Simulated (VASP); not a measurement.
# SnO2 (Pnnm) in VASP: single point with PBE

Aim: the single point of SnO2 with PBE.

Everything below comes from runs of VASP 6.6.1. Logs are shortened: lines on timing, memory, paths and dates and some standing lists are left out, and cuts for length are marked.

### 1 The cell of the first run

The structure is orthorhombic, space group Pnnm (No. 58). The conventional cell has a = 4.756 Å, b = 4.899 Å, c = 3.238 Å, α = 90.00°, β = 90.00°, γ = 90.00°. Within 2.8 Å of Sn (site symmetry 2/m) lie 6 O at 2.09 Å. Within 2.8 Å of O (site symmetry m) lie 3 Sn at 2.09 Å and 1 O at 2.64 Å.

### 2 Single point, PBE (strain +0.0150 x Voigt [1, -1, 0, 0, 0, 0])

Contents of INCAR:

```
  ALGO = Normal
  EDIFF = 1E-6
  ENCUT = 520
  GGA = PE
  ISIF = 2
  ISMEAR = 0
  LASPH = T
  LCHARG = F
  LREAL = F
  LWAVE = F
  NBANDS = 35
  NELM = 100
  PREC = Accurate
  SIGMA = 0.05
```

Contents of KPOINTS:

```
k-points
0
Gamma
  6 6 8
```

Contents of POSCAR:

```
SnO2
1.0
    4.8989154002      0.0000000000      0.0000000000
    0.0000000000      4.7559420894      0.0000000000
    0.0000000000      0.0000000000      3.2381666599
Sn O
2 4
Direct
    0.5000000000      0.5000000000      0.5000000000
    0.0000000000      0.0000000000      0.0000000000
    0.3064962475      0.3066616298      0.0000000000
    0.8064962475      0.1933383702      0.5000000000
    0.1935037525      0.8066616298      0.5000000000
    0.6935037525      0.6933383702      0.0000000000
```

Potentials or basis: VASP PAW PBE potentials, release 64 (Sn_d, O).

Started as:

```sh
$ cat potpaw_PBE.64/Sn_d/POTCAR potpaw_PBE.64/O/POTCAR > POTCAR
$ mpirun -np 1 vasp_std > vasp.out
```

OUTCAR:

```text
EDIFF = 1E-6
   ENCUT = 520
   GGA = PE
   ISIF = 2
   ISMEAR = 0
   LASPH = T
   LREAL = F
   NELM = 100
   PREC = Accurate

 ion  position               nearest neighbor table
   1  0.500  0.500  0.500-   3 2.09   6 2.09   3 2.09   6 2.09   5 2.09   4 2.09
   2  0.000  0.000  0.000-   4 2.09   5 2.09   4 2.09   5 2.09   3 2.09   6 2.09
   3  0.306  0.307  0.000-   1 2.09   1 2.09   2 2.09
   4  0.806  0.193  0.500-   2 2.09   2 2.09   1 2.09
   5  0.194  0.807  0.500-   2 2.09   2 2.09   1 2.09
   6  0.694  0.693  0.000-   1 2.09   1 2.09   2 2.09

  LATTYP: Found a simple orthorhombic cell.
 ALAT       =     3.2381666599
 B/A-ratio  =     1.4687144267
 C/A-ratio  =     1.5128669753

  Lattice vectors:

 A1 = (   0.0000000000,   0.0000000000,  -3.2381666599)
 A2 = (   0.0000000000,   4.7559420894,   0.0000000000)
 A3 = (   4.8989154002,   0.0000000000,   0.0000000000)

Analysis of symmetry for initial positions (statically):
=====================================================================
 Subroutine PRICEL returns:
 Original cell was already a primitive cell.

 Routine SETGRP: Setting up the symmetry group for a
 simple orthorhombic supercell.

 Subroutine GETGRP returns: Found  8 space group operations
 (whereof  4 operations were pure point group operations)
 out of a pool of  8 trial point group operations.

The static configuration has the point symmetry C_2h.
 The point group associated with its full space group is D_2h.

Analysis of symmetry for dynamics (positions and initial velocities):
=====================================================================
 Subroutine PRICEL returns:
 Original cell was already a primitive cell.

 Routine SETGRP: Setting up the symmetry group for a
 simple orthorhombic supercell.

 Subroutine GETGRP returns: Found  8 space group operations
 (whereof  4 operations were pure point group operations)
 out of a pool of  8 trial point group operations.

The dynamic configuration has the point symmetry C_2h.
 The point group associated with its full space group is D_2h.

 Subroutine INISYM returns: Found  8 space group operations
 (whereof  4 operations are pure point group operations),
 and found     1 'primitive' translations

----------------------------------------------------------------------------------------

                                     Primitive cell

  volume of cell :      75.4459

  direct lattice vectors                    reciprocal lattice vectors
     4.898915400  0.000000000  0.000000000     0.204126815  0.000000000  0.000000000
     0.000000000  4.755942089  0.000000000     0.000000000  0.210263284  0.000000000
     0.000000000  0.000000000  3.238166660     0.000000000  0.000000000  0.308816718

  length of vectors
     4.898915400  4.755942089  3.238166660     0.204126815  0.210263284  0.308816718

  position of ions in fractional coordinates (direct lattice)
     0.500000000  0.500000000  0.500000000
     0.000000000  0.000000000  0.000000000
     0.306496248  0.306661630  0.000000000
     0.806496248  0.193338370  0.500000000
     0.193503752  0.806661630  0.500000000
     0.693503752  0.693338370  0.000000000

  ion indices of the primitive-cell ions
   primitive index   ion index
                 1           1
                 2           2
                 3           3
                 4           4
                 5           5
                 6           6

----------------------------------------------------------------------------------------

 KPOINTS: k-points

Automatic generation of k-mesh.
 Grid dimensions read from file:
 generate k-points for:    6    6    8

 Generating k-lattice:

  Cartesian coordinates                     Fractional coordinates (reciprocal lattice)
     0.034021136  0.000000000  0.000000000     0.166666667  0.000000000  0.000000000
     0.000000000  0.035043881  0.000000000     0.000000000  0.166666667  0.000000000
     0.000000000  0.000000000  0.038602090     0.000000000  0.000000000  0.125000000

  Length of vectors
     0.034021136  0.035043881  0.038602090

  Shift w.r.t. Gamma in fractional coordinates (k-lattice)
     0.000000000  0.000000000  0.000000000

 Subroutine IBZKPT returns following result:
 ===========================================

 Found     80 irreducible k-points:

 Following reciprocal coordinates:
            Coordinates               Weight
  0.000000  0.000000  0.000000      1.000000
  0.166667  0.000000  0.000000      2.000000
  0.333333  0.000000  0.000000      2.000000
  0.500000  0.000000  0.000000      1.000000
  0.000000  0.166667  0.000000      2.000000
  0.166667  0.166667  0.000000      4.000000
[... 16 lines left out ...]
  0.333333  0.166667  0.125000      8.000000
  0.500000  0.166667  0.125000      4.000000
 [... further k-points ...]
   k-points           NKPTS =     80   k-points in BZ     NKDIM =     80   number of bands    NBANDS=     35
   number of dos      NEDOS =    301   number of ions     NIONS =      6
   total plane-waves  NPLWV =  31104
   dimension x,y,z NGX =    36 NGY =   36 NGZ =   24
   dimension x,y,z NGXF=    72 NGYF=   72 NGZF=   48
   ions per type =               2   4
   NGX,Y,Z   is equivalent  to a cutoff of  12.22, 12.58, 12.32 a.u.
   NGXF,Y,Z  is equivalent  to a cutoff of  24.43, 25.17, 24.64 a.u.
 SYSTEM =  unknown system
   PREC   = accura    normal or accurate (medium, high low for compatibility)
   ISTART =      0    job   : 0-new  1-cont  2-samecut
   ICHARG =      2    charge: 1-file 2-atom 10-const
   ISPIN  =      1    spin polarized calculation?
   LNONCOLLINEAR =      F non collinear calculations
   LSORBIT =      F    spin-orbit coupling
   LASPH  =      T    aspherical Exc in radial PAW
   ENCUT  =  520.0 eV  38.22 Ry    6.18 a.u.   9.11  8.84  6.02*2*pi/ulx,y,z
   NELM   =    100;   NELMIN=  2; NELMDL= -5     # of ELM steps
   EDIFF  = 0.1E-05   stopping-criterion for ELM
   LREAL  =      F    real-space projection
   EDIFFG = 0.1E-04   stopping-criterion for IOM
   NSW    =      0    number of steps for IOM
   IBRION =     -1    ionic relax: 0-MD 1-quasi-New 2-CG
   NFREE  =      0    steps in history (QN), initial steepest desc. (CG)
   ISIF   =      2    stress and relaxation
   ISYM   =      2    0-nonsym 1-usesym 2-fastsym
   POTIM  = 0.5000    time-step for ionic-motion
   TEBEG  =    0.0;   TEEND  =   0.0 temperature during run
   PSTRESS=    0.0 pullay stress
   NELECT =      52.0000    total number of electrons
   NUPDOWN=      -1.0000    fix difference up-down
   EMIN   =  10.00;   EMAX   =-10.00  energy-range for DOS
   EFERMI =   0.00;   METHOD = LEGACY
   ISMEAR =     0;   SIGMA  =   0.05  broadening in eV -4-tet -1-fermi 0-gaus
   EFERMI_NEDOS =   21; number of points for ismear=-14 and -15
   IALGO  =     38    algorithm
   IMIX   =      4    mixing-type and parameters
     AMIX     =   0.40;   BMIX     =  1.00
     AMIX_MAG =   1.60;   BMIX_MAG =  1.00
  volume/ion in A,a.u.               =      12.57        84.86
  Fermi-wavevector in a.u.,A,eV,Ry     =   1.446097  2.732727 28.452450  2.091196
  Thomas-Fermi vector in A             =   2.564204
   LORBIT       =      0    0 simple, 1 ext, 2 COOP (PROOUT), +10 PAW based schemes
   GGA     = PE    functional components
   LHFCALC =     F    Hartree Fock is set to
   AEXX    =    0.0000 exact exchange contribution
   IVDW    =     0    specifies the selected vdW correction
   LEPSILON=     F    determine dielectric tensor
   LRPA    =     F    only Hartree local field effects (RPA)
 non-spin polarized calculation
 Gauss-broadening in eV      SIGMA  =   0.05
  energy-cutoff  :      520.00
  volume of cell :       75.45
 maximum number of plane-waves:      2068
   NGX = 19   NGY = 17   NGZ = 13

 number of electron      51.9999993 magnetization

 Free energy of the ion-electron system (eV)
  ---------------------------------------------------
  ext. energy  EPLUGINS =         0.00000000
  ---------------------------------------------------
  free energy    TOTEN  =       -37.30273193 eV

  energy without entropy =      -37.30273193  energy(sigma->0) =      -37.30273193

 E-fermi :   5.7895     XC(G=0): -10.9777

 val. band max:        5.5362304686   @ k =   0.0000   0.0000   0.0000
 cond. band min:       6.2015876723   @ k =   0.0000   0.0000   0.0000
 fundamental gap:      0.6653572038
 Fermi energy:         5.7895141091

 k-point     1 :       0.0000    0.0000    0.0000
  band No.  band energies     occupation
      1     -15.4999      2.00000
      2     -14.8373      2.00000
      3     -14.6440      2.00000
      4     -14.6168      2.00000
      5     -14.6161      2.00000
      6     -14.5514      2.00000
[... 27 lines left out ...]
     34      17.1239      0.00000
     35      17.6362      0.00000

 k-point     2 :       0.1667    0.0000    0.0000
  band No.  band energies     occupation
      1     -15.4622      2.00000
      2     -14.8786      2.00000
      3     -14.6431      2.00000
      4     -14.6152      2.00000
      5     -14.6146      2.00000
      6     -14.5792      2.00000
[... 27 lines left out ...]
     34      17.1171      0.00000
     35      17.6704      0.00000

 k-point     3 :       0.3333    0.0000    0.0000
  band No.  band energies     occupation
      1     -15.3536      2.00000
      2     -15.0102      2.00000
      3     -14.6402      2.00000
      4     -14.6167      2.00000
      5     -14.6120      2.00000
      6     -14.6116      2.00000
[... 27 lines left out ...]
     34      17.3325      0.00000
     35      17.7915      0.00000

 k-point     4 :       0.5000    0.0000    0.0000
  band No.  band energies     occupation
      1     -15.1904      2.00000
      2     -15.1904      2.00000
      3     -14.6335      2.00000
      4     -14.6335      2.00000
      5     -14.6102      2.00000
      6     -14.6102      2.00000
[... 27 lines left out ...]
     34      17.6607      0.00000
     35      17.6681      0.00000

 k-point     5 :       0.0000    0.1667    0.0000
  band No.  band energies     occupation
      1     -15.4630      2.00000
      2     -14.8794      2.00000
      3     -14.6433      2.00000
      4     -14.6152      2.00000
      5     -14.6147      2.00000
      6     -14.5805      2.00000
[... 638 lines left out ...]
 k-point    22 :       0.1667    0.1667    0.1250
  band No.  band energies     occupation
      1     -15.3750      2.00000
      2     -14.8991      2.00000
      3     -14.7375      2.00000
      4     -14.7195      2.00000
      5     -14.6139      2.00000
      6     -14.5619      2.00000
[... 27 lines left out ...]
     34      17.3197      0.00000
     35      17.6468      0.00000

 k-point    23 :       0.3333    0.1667    0.1250
  band No.  band energies     occupation
      1     -15.2943      2.00000
      2     -15.0247      2.00000
      3     -14.7357      2.00000
      4     -14.7229      2.00000
      5     -14.6054      2.00000
      6     -14.5720      2.00000
[... 27 lines left out ...]
     34      17.4620      0.00000
     35      17.7814      0.00000

 k-point    24 :       0.5000    0.1667    0.1250
  band No.  band energies     occupation
      1     -15.1700      2.00000
      2     -15.1700      2.00000
      3     -14.7299      2.00000
      4     -14.7299      2.00000
      5     -14.5894      2.00000
      6     -14.5894      2.00000
[... 27 lines left out ...]
     34      17.4252      0.00000
     35      17.7438      0.00000

 [... further k-points ...]

------------------------ aborting loop because EDIFF is reached ----------------------------------------

  FORCE on cell =-STRESS in cart. coord.  units (eV):
  Direction    XX          YY          ZZ          XY          YZ          ZX
  --------------------------------------------------------------------------------------
  -------------------------------------------------------------------------------------
  Total       -0.3178202      0.7911986      0.3909993      0.0000000      0.0000000      0.0000000
  in kB       -6.7492625     16.8019765      8.3033021      0.0000000      0.0000000      0.0000000
  external PRESSURE =       6.1186721 kB  Pullay stress =       0.0000000 kB

 VOLUME and BASIS-vectors are now :
 -----------------------------------------------------------------------------
  energy-cutoff  :      520.00
  volume of cell :       75.45
      direct lattice vectors                 reciprocal lattice vectors
     4.898915400  0.000000000  0.000000000     0.204126815  0.000000000  0.000000000
     0.000000000  4.755942089  0.000000000     0.000000000  0.210263284  0.000000000
     0.000000000  0.000000000  3.238166660     0.000000000  0.000000000  0.308816718

 POSITION                                       TOTAL-FORCE (eV/Angst)
 -----------------------------------------------------------------------------------
      2.44946      2.37797      1.61908         0.000000      0.000000      0.000000
      0.00000      0.00000      0.00000         0.000000      0.000000      0.000000
      1.50150      1.45846      0.00000         0.005485     -0.023494     -0.000000
      3.95096      0.91951      1.61908         0.005485      0.023494      0.000000
      0.94796      3.83644      1.61908        -0.005485     -0.023494     -0.000000
      3.39742      3.29748      0.00000        -0.005485      0.023494      0.000000
 -----------------------------------------------------------------------------------
    total drift:                                0.000000      0.000000     -0.000000

  FREE ENERGIE OF THE ION-ELECTRON SYSTEM (eV)
  ---------------------------------------------------
  free  energy   TOTEN  =       -37.3027319280 eV

  energy  without entropy=      -37.3027319280  energy(sigma->0) =      -37.30273193
```

It took 56 s on 1 thread of Intel Xeon 6975P-C (Granite Rapids), shared host; peak memory 0.29 GiB.

Results:

```yaml
Free_energy: -37.3027 eV
Pressure: 0.6 GPa
Largest_force: 0.024 eV/Å
Band_gap_on_the_k_mesh: 0.67 eV
```

Forces in eV/Å, atoms in the order of the input:
```
Sn   0.000  0.000  0.000
Sn   0.000  0.000  0.000
O    0.005 -0.023  0.000
O    0.005  0.023  0.000
O   -0.005 -0.023  0.000
O   -0.005  0.023  0.000
```

Levels at points of the mesh, in eV from the valence-band top:
```tsv
k point	band 23	band 24	band 25	band 26	band 27	band 28	band 29	band 30
(0.00, 0.00, 0.00)	-1.21	-0.81	-0.67	0.00	0.67	5.69	5.99	6.13
(0.50, 0.00, 0.00)	-1.19	-1.19	-0.56	-0.56	3.87	3.87	6.80	6.80
(0.00, 0.50, 0.00)	-1.22	-1.22	-0.66	-0.66	3.89	3.89	6.81	6.81
(0.50, 0.50, 0.00)	-1.33	-1.33	-0.86	-0.86	4.27	4.27	7.14	7.14
(0.00, 0.00, 0.50)	-1.53	-1.53	-1.18	-1.18	5.58	5.58	9.35	9.35
(0.50, 0.00, 0.50)	-1.07	-1.07	-0.78	-0.78	5.83	5.83	7.59	7.59
(0.00, 0.50, 0.50)	-0.97	-0.97	-0.72	-0.72	5.84	5.84	7.60	7.60
(0.50, 0.50, 0.50)	-0.92	-0.92	-0.78	-0.78	4.34	4.34	8.59	8.59
```

Caveat: the cell differs from its parent crystal (strain +0.0150 x Voigt [1, -1, 0, 0, 0, 0]); spin-orbit coupling is left out, which moves the levels of the heavy elements.
